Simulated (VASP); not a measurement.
Input of a VASP 6.6.1 run:

The input INCAR:

```
PREC = Accurate ; ENCUT = 520
EDIFF = 1E-7 ; ISMEAR = -1
SIGMA = 0.05 ; LREAL = F
LASPH = T ; NELM = 60
ALGO = Normal ; ISIF = 2
LWAVE = F ; LCHARG = F
NBANDS = 12
```

The input KPOINTS:

```
regular mesh
0
Gamma
  13 13 13
```

File POSCAR:

```
As
1.0
    0.0000000000      2.9291071953      2.9291071953
    2.9291071953      0.0000000000      2.9291071953
    2.9291071953      2.9291071953      0.0000000000
As
2
Direct
   -0.1250000000     -0.1250000000     -0.1250000000
    0.1250000000      0.1250000000      0.1250000000
```

Potentials or basis: VASP PAW LDA potentials, release 64 (As).

The run is started by

```bash
$ cat potpaw_LDA.64/As/POTCAR > POTCAR
$ mpirun -np 1 vasp_std > vasp.out
```

Q: Estimate the pressure.

A: 3.5 GPa.

Q: What does it give for the band gap on the k mesh?

A: Zero (band 5 reaches 4.95 eV, above the bottom of band 6 at 3.24 eV).
